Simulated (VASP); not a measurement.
# Al (Fm-3m) in VASP: further runs, part 2 of 2

VASP 6.6.1. The steps go on from the part before.

**5. Relaxation of cell and atoms, RPBE**

This run uses another cell than the first one, of 16.60 Å³/atom.

The input, INCAR:

```
  PREC = Accurate
  ENCUT = 500
  EDIFF = 1E-7
  ISMEAR = 1
  SIGMA = 0.1
  LREAL = False
  LASPH = True
  NELM = 120
  ALGO = Normal
  ISIF = 3
  LWAVE = False
  LCHARG = False
  GGA = RP
  IBRION = 2
  NSW = 80
  EDIFFG = -0.03
  GGA_COMPAT = False
  NELMIN = 4
```

The input, KPOINTS:

```
Automatic mesh
0
Gamma
  13 13 13
```

The input, POSCAR:

```
Al
1.0
    0.0000000000      2.0248050000      2.0248050000
    2.0248050000      0.0000000000      2.0248050000
    2.0248050000      2.0248050000      0.0000000000
Al
1
Direct
    0.0000000000      0.0000000000      0.0000000000
```

Potentials or basis: VASP PAW PBE potentials, release 64 (Al).

Started as:

```sh
cat potpaw_PBE.64/Al/POTCAR > POTCAR
mpirun -np 1 vasp_std > vasp.out
```

OUTCAR:

```text
PREC = Accurate
   ENCUT = 500
   EDIFF = 1E-7
   ISMEAR = 1
   LREAL = False
   LASPH = True
   NELM = 120
   ISIF = 3
   GGA = RP
   IBRION = 2
   NSW = 80
   EDIFFG = -0.03
   NELMIN = 4

 ion  position               nearest neighbor table
   1  0.000  0.000  0.000-

  LATTYP: Found a face centered cubic cell.
 ALAT       =     4.0496100000

  Lattice vectors:

 A1 = (   0.0000000000,   2.0248050000,   2.0248050000)
 A2 = (   2.0248050000,   0.0000000000,   2.0248050000)
 A3 = (   2.0248050000,   2.0248050000,   0.0000000000)

Analysis of symmetry for initial positions (statically):
=====================================================================
 Subroutine PRICEL returns:
 Original cell was already a primitive cell.

 Routine SETGRP: Setting up the symmetry group for a
 face centered cubic supercell.

 Subroutine GETGRP returns: Found 48 space group operations
 (whereof 48 operations were pure point group operations)
 out of a pool of 48 trial point group operations.

The static configuration has the point symmetry O_h .

Analysis of symmetry for dynamics (positions and initial velocities):
=====================================================================
 Subroutine PRICEL returns:
 Original cell was already a primitive cell.

 Routine SETGRP: Setting up the symmetry group for a
 face centered cubic supercell.

 Subroutine GETGRP returns: Found 48 space group operations
 (whereof 48 operations were pure point group operations)
 out of a pool of 48 trial point group operations.

The dynamic configuration has the point symmetry O_h .

 Subroutine INISYM returns: Found 48 space group operations
 (whereof 48 operations are pure point group operations),
[... 163 lines left out ...]
     2.024805000  2.024805000  0.000000000     0.246937359  0.246937359 -0.246937359

 POSITION                                       TOTAL-FORCE (eV/Angst)
 -----------------------------------------------------------------------------------
      0.00000      0.00000      0.00000         0.000000      0.000000      0.000000
 -----------------------------------------------------------------------------------
    total drift:                                0.000000     -0.000000     -0.000000

  FREE ENERGIE OF THE ION-ELECTRON SYSTEM (eV)
  ---------------------------------------------------
  free  energy   TOTEN  =        -3.5038635503 eV

  energy  without entropy=       -3.5035130044  energy(sigma->0) =       -3.50374670

--------------------------------------- Ionic step        2  -------------------------------------------

 number of electron       3.0000000 magnetization

 Free energy of the ion-electron system (eV)
  ---------------------------------------------------
  ext. energy  EPLUGINS =         0.00000000
  ---------------------------------------------------
  free energy    TOTEN  =        -3.50414896 eV

  energy without entropy =       -3.50390104  energy(sigma->0) =       -3.50406632

 E-fermi :   7.8519     XC(G=0): -10.0827

 val. band max:        7.8456339415   @ k =  -0.3077   0.2308   0.0000
 cond. band min:       7.8595496519   @ k =  -0.2308   0.3846   0.1538
 fundamental gap:      0.0139157104
 Fermi energy:         7.8518784704

 k-point     1 :       0.0000    0.0000    0.0000
  band No.  band energies     occupation
      1      -3.0988      2.00000
      2      20.4377      0.00000
      3      20.4377      0.00000
      4      20.4377      0.00000
      5      21.9380      0.00000
[... 177 lines left out ...]
 k-point    24 :       0.4615    0.1538    0.0000
  band No.  band energies     occupation
      1       1.9086      2.00000
      2       6.5143      2.00000
      3      14.9481      0.00000
      4      16.0727      0.00000
      5      17.8115      0.00000

 [... further k-points ...]

------------------------ aborting loop because EDIFF is reached ----------------------------------------

  FORCE on cell =-STRESS in cart. coord.  units (eV):
  Direction    XX          YY          ZZ          XY          YZ          ZX
  --------------------------------------------------------------------------------------
  -------------------------------------------------------------------------------------
  Total       -0.0086903     -0.0086903     -0.0086903      0.0000000      0.0000000      0.0000000
  in kB       -0.8304342     -0.8304342     -0.8304342      0.0000000      0.0000000      0.0000000
  external PRESSURE =      -0.8304342 kB  Pullay stress =       0.0000000 kB

 VOLUME and BASIS-vectors are now :
 -----------------------------------------------------------------------------
  energy-cutoff  :      500.00
  volume of cell :       16.77
      direct lattice vectors                 reciprocal lattice vectors
    -0.000000000  2.031437231  2.031437231    -0.246131159  0.246131159  0.246131159
     2.031437231 -0.000000000  2.031437231     0.246131159 -0.246131159  0.246131159
     2.031437231  2.031437231 -0.000000000     0.246131159  0.246131159 -0.246131159

 POSITION                                       TOTAL-FORCE (eV/Angst)
 -----------------------------------------------------------------------------------
      2.03144      2.03144     -0.00000         0.000000      0.000000      0.000000
 -----------------------------------------------------------------------------------
    total drift:                               -0.000000     -0.000000     -0.000000

  FREE ENERGIE OF THE ION-ELECTRON SYSTEM (eV)
  ---------------------------------------------------
  free  energy   TOTEN  =        -3.5041489621 eV

  energy  without entropy=       -3.5039010387  energy(sigma->0) =       -3.50406632

 reached required accuracy - stopping structural energy minimisation
```

Run time: 7.9 s. Hardware: 1 thread of AMD EPYC 7R13 (Zen 3), shared host; peak memory 0.1 GiB.

Results:

* Free energy: -3.5041 eV
* Relaxed volume: 16.77 Å³/atom
* Relaxed cell: a = 2.873 Å, b = 2.873 Å, c = 2.873 Å, α = 60.00°, β = 60.00°, γ = 60.00°
* Space group after relaxing (to 0.1 Å): Fm-3m (No. 225)
* Energy gained by relaxing: 0.3 meV/atom
* Ionic steps: 2
* Pressure after relaxing: -0.1 GPa
* Band gap on the k mesh: zero (an odd number of electrons rules out a gap without spin polarisation)

Step by step:
```
step  energy change (eV)  largest force (eV/Å)  pressure (GPa)  volume (Å³)
   1              0.0000                0.0000            0.66        16.60
   2             -0.0003                0.0000           -0.08        16.77
```

Final structure:
```cif
data_structure
_symmetry_space_group_name_H-M 'P 1'
_symmetry_Int_Tables_number 1
_cell_length_a 2.8729
_cell_length_b 2.8729
_cell_length_c 2.8729
_cell_angle_alpha 60.000
_cell_angle_beta 60.000
_cell_angle_gamma 60.000
_cell_volume 16.77
loop_
_atom_site_label
_atom_site_type_symbol
_atom_site_fract_x
_atom_site_fract_y
_atom_site_fract_z
_atom_site_occupancy
Al1 Al 0.00000 0.00000 0.00000 1
```

Caveat: the PAW data sets were made with another functional, which shifts forces and pressure a little. RPBE and its kin give volumes clearly too large for solids.

**6. Relaxation of cell and atoms, PBEsol**

This run uses another cell than the first one, of 16.60 Å³/atom.

The input, INCAR:

```
SYSTEM = Al
ALGO     = Normal         ! electronic algorithm
EDIFF    = 1E-7           ! SCF threshold, eV
EDIFFG   = -0.03          ! ionic threshold
ENCUT    = 500            ! plane-wave cutoff, eV
GGA      = PS             ! functional
GGA_COMPAT= .FALSE.      
IBRION   = 2              ! ionic algorithm
ISIF     = 3              ! what is computed and relaxed
ISMEAR   = 1              ! smearing method
LASPH    = .TRUE.         ! aspherical terms in the spheres
LCHARG   = .FALSE.        ! write CHGCAR
LREAL    = .FALSE.        ! projectors in reciprocal space
LWAVE    = .FALSE.        ! write WAVECAR
NELM     = 120            ! most SCF steps
NELMIN   = 4            
NSW      = 80             ! ionic steps
PREC     = Accurate       ! precision mode
SIGMA    = 0.1            ! smearing width, eV
```

The input, KPOINTS:

```
k-points
0
G
  13 13 13
  0 0 0
```

POSCAR is that of step 5.

Potentials or basis: VASP PAW PBE potentials, release 64 (Al).

Started as:

```sh
cat potpaw_PBE.64/Al/POTCAR > POTCAR
mpirun -np 1 vasp_std > vasp.out
```

Run time: 9.7 s. Hardware: 1 thread of AMD EPYC 7R13 (Zen 3), shared host; peak memory 0.11 GiB.

Results (log left out):

```
Free energy                           : -4.0885 eV
Relaxed volume                        : 16.17 Å³/atom
Relaxed cell                          : a = 2.839 Å, b = 2.839 Å, c = 2.839 Å, α = 60.00°, β = 60.00°, γ = 60.00°
Space group after relaxing (to 0.1 Å) : Fm-3m (No. 225)
Energy gained by relaxing             : 2.7 meV/atom
Ionic steps                           : 3
Pressure after relaxing               : 0.0 GPa
Band gap on the k mesh                : zero (an odd number of electrons rules out a gap without spin polarisation)
```

Step by step:
```tsv
step	energy change (eV)	largest force (eV/Å)	pressure (GPa)	volume (Å³)
1	0.0000	0.0000	-1.98	16.60
2	-0.0026	0.0000	0.30	16.12
3	-0.0027	0.0000	0.00	16.17
```

Final structure:
```
Al
1.0
     0.00000    2.00726    2.00726
     2.00726    0.00000    2.00726
     2.00726    2.00726    0.00000
Al
1
Direct
  0.00000 0.00000 0.00000
```

Levels at points of the mesh, in eV from the Fermi level:
```
           k point  band 1  band 2  band 3  band 4  band 5
(0.00, 0.00, 0.00)  -11.19   12.78   12.78   12.78   14.43
```

Caveat: the PAW data sets were made with another functional, which shifts forces and pressure a little.

**7. Relaxation of cell and atoms, r2SCAN**

This run uses another cell than the first one, of 16.60 Å³/atom.

POSCAR is that of step 6.

The input, INCAR.step1:

```
SYSTEM = Al
ALGO     = Normal         ! electronic algorithm
EDIFF    = 1E-5           ! SCF threshold, eV
EDIFFG   = -0.005         ! ionic threshold
ENCUT    = 550            ! plane-wave cutoff, eV
GGA      = PE             ! functional
GGA_COMPAT= .FALSE.      
IBRION   = 2              ! ionic algorithm
ISIF     = 3              ! what is computed and relaxed
ISMEAR   = 1              ! smearing method
LASPH    = .TRUE.         ! aspherical terms in the spheres
LCHARG   = .FALSE.        ! write CHGCAR
LREAL    = .FALSE.        ! projectors in reciprocal space
LWAVE    = .TRUE.         ! write WAVECAR
NELM     = 120            ! most SCF steps
NELMIN   = 4            
NSW      = 100            ! ionic steps
PREC     = Accurate       ! precision mode
SIGMA    = 0.1            ! smearing width, eV
```

The input, INCAR.step2:

```
SYSTEM = Al
ALGO     = Normal         ! electronic algorithm
EDIFF    = 1E-7           ! SCF threshold, eV
EDIFFG   = -0.03          ! ionic threshold
ENCUT    = 550            ! plane-wave cutoff, eV
GGA_COMPAT= .FALSE.      
IBRION   = 2              ! ionic algorithm
ISIF     = 3              ! what is computed and relaxed
ISMEAR   = 1              ! smearing method
ISTART   = 1            
LASPH    = .TRUE.         ! aspherical terms in the spheres
LCHARG   = .FALSE.        ! write CHGCAR
LMIXTAU  = .TRUE.       
LREAL    = .FALSE.        ! projectors in reciprocal space
LWAVE    = .FALSE.        ! write WAVECAR
METAGGA  = R2SCAN         ! meta-GGA
NELM     = 120            ! most SCF steps
NELMIN   = 4            
NSW      = 80             ! ionic steps
PREC     = Accurate       ! precision mode
SIGMA    = 0.1            ! smearing width, eV
```

KPOINTS is that of step 6.

Potentials or basis: VASP PAW PBE potentials, release 64 (Al).

Started as:

```sh
cat potpaw_PBE.64/Al/POTCAR > POTCAR
cp INCAR.step1 INCAR
mpirun -np 1 vasp_std > vasp.out
cp INCAR.step2 INCAR
mpirun -np 1 vasp_std > vasp.out
```

OUTCAR:

```text
SYSTEM = Al
   EDIFF = 1E-7
   EDIFFG = -0.03
   ENCUT = 550
   IBRION = 2
   ISIF = 3
   ISMEAR = 1
   ISTART = 1
   LASPH = .TRUE.
   LREAL = .FALSE.
   METAGGA = R2SCAN
   NELM = 120
   NELMIN = 4
   NSW = 80
   PREC = Accurate

 ion  position               nearest neighbor table
   1  0.000  0.000  0.000-

  LATTYP: Found a face centered cubic cell.
 ALAT       =     4.0496100000

  Lattice vectors:

 A1 = (   0.0000000000,   2.0248050000,   2.0248050000)
 A2 = (   2.0248050000,   0.0000000000,   2.0248050000)
 A3 = (   2.0248050000,   2.0248050000,   0.0000000000)

Analysis of symmetry for initial positions (statically):
=====================================================================
 Subroutine PRICEL returns:
 Original cell was already a primitive cell.

 Routine SETGRP: Setting up the symmetry group for a
 face centered cubic supercell.

 Subroutine GETGRP returns: Found 48 space group operations
 (whereof 48 operations were pure point group operations)
 out of a pool of 48 trial point group operations.

The static configuration has the point symmetry O_h .

Analysis of symmetry for dynamics (positions and initial velocities):
=====================================================================
[... 166 lines left out ...]
  Total       -0.4093271     -0.4093271     -0.4093271      0.0000000      0.0000000      0.0000000
  in kB      -39.5003985    -39.5003985    -39.5003985      0.0000000      0.0000000      0.0000000
  external PRESSURE =     -39.5003985 kB  Pullay stress =       0.0000000 kB
[... 57 lines left out ...]
--------------------------------------- Ionic step        3  -------------------------------------------

 number of electron       3.0000000 magnetization

 Free energy of the ion-electron system (eV)
  ---------------------------------------------------
  ext. energy  EPLUGINS =         0.00000000
  ---------------------------------------------------
  free energy    TOTEN  =        -6.73543419 eV

  energy without entropy =       -6.73577298  energy(sigma->0) =       -6.73554712

 E-fermi :   8.3732     XC(G=0): -11.0562

 val. band max:        8.3297983174   @ k =  -0.3077   0.2308   0.0000
 cond. band min:       8.4473077944   @ k =   0.4615   0.2308   0.0000
 fundamental gap:      0.1175094770
 Fermi energy:         8.3732433995

 k-point     1 :       0.0000    0.0000    0.0000
  band No.  band energies     occupation
      1      -3.6818      2.00000
      2      21.9982      0.00000
      3      21.9982      0.00000
      4      21.9982      0.00000
      5      24.2329      0.00000
[... 177 lines left out ...]
 k-point    24 :       0.4615    0.1538    0.0000
  band No.  band energies     occupation
      1       1.8203      2.00000
      2       6.9040      2.00000
      3      16.1601      0.00000
      4      17.4730      0.00000
      5      19.4315      0.00000

 [... further k-points ...]

------------------------ aborting loop because EDIFF is reached ----------------------------------------

  FORCE on cell =-STRESS in cart. coord.  units (eV):
  Direction    XX          YY          ZZ          XY          YZ          ZX
  --------------------------------------------------------------------------------------
  -------------------------------------------------------------------------------------
  Total        0.0042884      0.0042884      0.0042884     -0.0000000     -0.0000000      0.0000000
  in kB        0.4336447      0.4336447      0.4336447     -0.0000000     -0.0000000      0.0000000
  external PRESSURE =       0.4336447 kB  Pullay stress =       0.0000000 kB
[... 16 lines left out ...]
  FREE ENERGIE OF THE ION-ELECTRON SYSTEM (eV)
  ---------------------------------------------------
  free  energy   TOTEN  =        -6.7354341941 eV

  energy  without entropy=       -6.7357729814  energy(sigma->0) =       -6.73554712

 reached required accuracy - stopping structural energy minimisation
```

It took 74 s on 1 thread of AMD EPYC 7R13 (Zen 3), shared host; peak memory 0.11 GiB.

Results:

```
Free energy                           : -6.7354 eV
Relaxed volume                        : 15.84 Å³/atom
Relaxed cell                          : a = 2.819 Å, b = 2.819 Å, c = 2.819 Å, α = 60.00°, β = 60.00°, γ = 60.00°
Space group after relaxing (to 0.1 Å) : Fm-3m (No. 225)
Energy gained by relaxing             : 9.9 meV/atom
Ionic steps                           : 3
Pressure after relaxing               : 0.0 GPa
Band gap on the k mesh                : zero (an odd number of electrons rules out a gap without spin polarisation)
```

The path:
| step | energy change (eV) | largest force (eV/Å) | pressure (GPa) | volume (Å³) |
| --- | --- | --- | --- | --- |
| 1 | 0.0000 | 0.0000 | -3.95 | 16.60 |
| 2 | -0.0090 | 0.0000 | 1.33 | 15.64 |
| 3 | -0.0099 | 0.0000 | 0.04 | 15.84 |

Final structure:
```cif
data_structure
_symmetry_space_group_name_H-M 'P 1'
_symmetry_Int_Tables_number 1
_cell_length_a 2.8192
_cell_length_b 2.8192
_cell_length_c 2.8192
_cell_angle_alpha 60.000
_cell_angle_beta 60.000
_cell_angle_gamma 60.000
_cell_volume 15.84
loop_
_atom_site_label
_atom_site_type_symbol
_atom_site_fract_x
_atom_site_fract_y
_atom_site_fract_z
_atom_site_occupancy
Al1 Al 0.00000 0.00000 0.00000 1
```

Caveat: the PAW data sets were made with another functional, which shifts forces and pressure a little.

**8. Summary**

```tsv
task	level	cell	cutoff (eV)	gap on the mesh (eV)	pressure (GPa)	relaxed volume (Å³/atom)
single point	RPBE	a = 2.874 Å, angles 60.0°, 1 atom	500	none	-0.2	-
single point	PBEsol	a = 2.838 Å, angles 60.0°, 1 atom	500	none	0.0	-
single point	r2SCAN	a = 2.823 Å, angles 60.0°, 1 atom	550	none	-0.4	-
relaxation of cell and atoms	RPBE	relaxed from a = 2.864 Å, angles 60.0°, 1 atom	500	none	-0.1	16.77
relaxation of cell and atoms	PBEsol	relaxed from a = 2.864 Å, angles 60.0°, 1 atom	500	none	0.0	16.17
relaxation of cell and atoms	r2SCAN	relaxed from a = 2.864 Å, angles 60.0°, 1 atom	550	none	0.0	15.84
```

Alike in all rows: potentials or basis VASP PAW PBE potentials, release 64 (Al); no spin polarisation; k mesh 13 × 13 × 13; smearing methfessel-paxton 0.1 eV.

Caveats: the PAW data sets were made with another functional, which shifts forces and pressure a little.

Absolute energies hang on the potentials; compare differences alone.
